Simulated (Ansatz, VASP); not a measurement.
## Two plane-wave programs on Rb2WCl6

```xyz
9
Lattice="0.0000 4.9785 4.9785 4.9785 0.0000 4.9785 4.9785 4.9785 0.0000" Properties=species:S:1:pos:R:3 pbc="T T T"
Rb    2.4893    2.4893    2.4893
Rb    7.4678    7.4678    7.4678
W     0.0000    0.0000    0.0000
Cl    2.4395    4.9785    4.9785
Cl    7.5175    4.9785    4.9785
Cl    4.9785    2.4395    4.9785
Cl    4.9785    7.5175    4.9785
Cl    4.9785    4.9785    2.4395
Cl    4.9785    4.9785    7.5175
```

Alike in both runs: task single point; functional LDA; k mesh 4 × 4 × 4; occupations gaussian, width 0.05 eV; collinear spin; Hubbard terms W d U = 4.0 eV, J = 0.7 eV.

|  | VASP | Ansatz |
| --- | --- | --- |
| version | VASP 6.6.1 | Ansatz 0.2.0 |
| potentials or method | VASP PAW LDA potentials, release 64 (Rb_sv, W_sv, Cl), cutoff 520 eV | scalar-relativistic, plane waves, PAW |
| valence electrons in the cell | 74 | 74 |

```tsv
	VASP	Ansatz	Ansatz less VASP
gap on the k mesh at the Fermi level (eV)	none	none	-
pressure (GPa)	-3.9	-4.0	-0.08
rms of the force components (eV/Å)	0.375	0.381	+0.0054
net moment per atom (μB)	0.22	0.22	0.000
size of the moment on the site where the two differ most (μB)	1.61	1.36	-0.250
```

LDA's correlation is that of Perdew and Zunger in VASP and of Perdew and Wang (1992) in Ansatz. Site moments also hang on the region over which each program counts them. The programs project onto different local orbitals, so the same U acts differently, and such runs can settle in different states. Atom by atom the forces differ by 0.005 eV/Å (rms over components). A gap of «none» marks a metal or a gap that the smearing closes. Ansatz's warnings: filled band counts differ across k points.

Spin-orbit coupling is off throughout.
